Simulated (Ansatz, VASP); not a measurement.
## One calculation of Tl, two programs

Contents of INCAR:

```
SYSTEM = Tl
PREC = Accurate
ENCUT = 520
EDIFF = 1E-6
ISMEAR = 0
SIGMA = 0.15
LREAL = .FALSE.
LASPH = .TRUE.
NELM = 60
ALGO = Fast
ISIF = 2
LWAVE = .FALSE.
LCHARG = .FALSE.
GGA = PS
NBANDS = 12
```

File KPOINTS:

```
regular mesh
0
G
  18 18 18
  0 0 0
```

POSCAR

```
Tl
1.0
   -1.8827700000      1.9410000000      1.9410000000
    1.8827700000     -1.9410000000      1.9410000000
    1.8827700000      1.9410000000     -1.9410000000
Tl
1
Direct
    0.0000000000      0.0000000000      0.0000000000
```

Input for Ansatz:

```yaml
crystal:
  lattice:
    - [-1.88277, 1.941, 1.941]
    - [1.88277, -1.941, 1.941]
    - [1.88277, 1.941, -1.941]
  atoms:
    - { symbol: Tl, position: [0.0, 0.0, 0.0] }
basis:
  ecutwfc: 420
kpoints:
  mp_grid: { grid: [18, 18, 18] }
hamiltonian:
  xc: pbesol
scf:
  occupations: { method: gaussian, width: 0.15 }
output:
  forces: true
  stress: true
  eigenvalues: true
```

Change from the starting cell: strain -0.0300 x Voigt [1, 0, 0, 0, 0, 0], atoms carried along.

Alike in both runs: task single point; functional PBEsol; k mesh 18 × 18 × 18; occupations gaussian, width 0.15 eV; no spin polarisation.

|  | VASP | Ansatz |
| --- | --- | --- |
| version | VASP 6.6.1 | Ansatz 0.2.0 |
| potentials or method | VASP PAW PBE potentials, release 64 (Tl_d), cutoff 520 eV | scalar-relativistic, plane waves, PAW |
| valence electrons in the cell | 13 | 13 |

```csv
,VASP,Ansatz,Ansatz less VASP
gap on the k mesh at the Fermi level (eV),none,none,-
pressure (GPa),0.2,0.2,+0.04
"traceless stress, the component that is largest in VASP (GPa)",0.15,0.16,+0.001
```

VASP's potentials were made for PBE, not for PBEsol. A gap of «none» marks a metal or a gap that the smearing closes.

Neither program's run includes spin-orbit coupling.
